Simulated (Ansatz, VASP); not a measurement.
Two plane-wave programs on C

The input INCAR:

```
PREC     = Accurate       # precision mode
ENCUT    = 520            # plane-wave cutoff, eV
EDIFF    = 1E-6           # SCF threshold, eV
ISMEAR   = 0              # smearing method
SIGMA    = 0.03           # smearing width, eV
LREAL    = False          # projectors in reciprocal space
LASPH    = True           # aspherical terms in the spheres
NELM     = 100            # most SCF steps
ALGO     = Normal         # electronic algorithm
ISIF     = 2              # what is computed and relaxed
LWAVE    = False          # write WAVECAR
LCHARG   = False          # write CHGCAR
GGA      = PE             # functional
IVDW     = 12             # dispersion correction
NBANDS   = 11             # bands
```

Contents of KPOINTS:

```
Automatic mesh
0
Gamma
  16 16 16
```

File POSCAR:

```
C
1.0
    0.0000000000      2.1482183678      3.4203586967
    1.2409363575      0.0000000000      3.4203586967
    1.2409363575      2.1482183678      0.0000000000
C
2
Direct
    0.1491248011      0.8508751989      0.1491248011
    0.8508751989      0.1491248011      0.8508751989
```

Input for Ansatz:

```yaml
crystal:
  lattice:
    - [0.0, 2.1482183678, 3.4203586967]
    - [1.2409363575, 0.0, 3.4203586967]
    - [1.2409363575, 2.1482183678, 0.0]
  atoms:
    - { symbol: C, position: [0.1491248011, 0.8508751989, 0.1491248011] }
    - { symbol: C, position: [0.8508751989, 0.1491248011, 0.8508751989] }
basis:
  ecutwfc: 520.0
kpoints:
  mp_grid: { grid: [16, 16, 16] }
hamiltonian:
  xc: pbe
  pseudopotentials: { kind: paw, azcp: { folder: soft_1 } }
  dispersion: d3bj
scf:
  occupations: { method: gaussian, width: 0.03 }
output:
  forces: true
  stress: true
  eigenvalues: true
  write_density: true
  write_potential: true
  elf: true
  volumetric_format: npy
```

Alike in both runs: task single point; functional PBE; dispersion D3(BJ); k mesh 16 × 16 × 16; occupations gaussian, width 0.03 eV; no spin polarisation.

|  | VASP | Ansatz |
| --- | --- | --- |
| version | VASP 6.6.1 | Ansatz 0.2.0 |
| potentials or method | VASP PAW PBE potentials, release 64 (C), cutoff 520 eV | scalar-relativistic, plane waves, PAW |
| valence electrons in the cell | 8 | 8 |

|  | VASP | Ansatz | Ansatz less VASP |
| --- | --- | --- | --- |
| gap on the k mesh at the Fermi level (eV) | none | none | - |
| pressure (GPa) | 6.2 | 5.9 | -0.32 |
| traceless stress, the component that is largest in VASP (GPa) | 21.31 | 20.82 | -0.486 |
| rms of the force components (eV/Å) | 5.261 | 5.242 | -0.0190 |

Atom by atom the forces differ by 0.019 eV/Å (rms over components). A gap of «none» marks a metal or a gap that the smearing closes.
